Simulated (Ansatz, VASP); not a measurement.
## One calculation of Hf, two programs

Contents of INCAR:

```
ALGO = Normal
EDIFF = 1E-6
ENCUT = 520
GGA = PE
ISIF = 2
ISMEAR = -1
LASPH = T
LCHARG = F
LREAL = F
LWAVE = F
NBANDS = 17
NELM = 60
PREC = Accurate
SIGMA = 0.1
```

File KPOINTS:

```
k-points
0
Gamma
  19 19 10
```

The input POSCAR:

```
Hf
1.0
    3.2466753431      0.0000000000      0.0000000000
   -1.6233376715      2.8117033249      0.0000000000
    0.0000000000      0.0000000000      5.1405900605
Hf
2
Direct
    0.3333333333      0.6666666667      0.2500000000
    0.6666666667      0.3333333333      0.7500000000
```

Input for Ansatz:

```yaml
crystal:
  lattice:
    - [3.2466753431, 0.0, 0.0]
    - [-1.6233376715, 2.8117033249, 0.0]
    - [0.0, 0.0, 5.1405900605]
  atoms:
    - { symbol: Hf, position: [0.3333333333, 0.6666666667, 0.25] }
    - { symbol: Hf, position: [0.6666666667, 0.3333333333, 0.75] }
hamiltonian:
  xc: pbe
  pseudopotentials:
    kind: paw
    azcp:
      Hf: "pseudopotentials/Hf.paw.azcp"
basis:
  ecutwfc: 420
  fft_grid_basis: typed
kpoints:
  mp_grid: { grid: [19, 19, 10], shift: [0, 0, 0] }
magnetization:
  spin_polarized: false
scf:
  occupations: { method: fermi_dirac, width: 0.1 }
output:
  stress: true
```

Alike in both runs: task single point; functional PBE; k mesh 19 × 19 × 10; occupations fermi-dirac, width 0.1 eV; no spin polarisation.

|  | VASP | Ansatz |
| --- | --- | --- |
| version | VASP 6.6.1 | Ansatz 0.2.0 |
| potentials or method | VASP PAW PBE potentials, release 64 (Hf_pv), cutoff 520 eV | plane waves (420 eV) with PAW, scalar-relativistic |
| valence electrons in the cell | 20 | 52 |

|  | VASP | Ansatz | Ansatz less VASP |
| --- | --- | --- | --- |
| pressure (GPa) | -4.4 | -4.0 | +0.43 |
| traceless stress, the component that is largest in VASP (GPa) | -0.16 | -0.10 | +0.058 |

With one functional, cell and mesh, what is left measures potentials, basis and numerics. VASP's potentials hold 20 valence electrons a cell and Ansatz's 52, so a difference there can come from the potentials and not from the codes.

Neither program's run includes spin-orbit coupling.
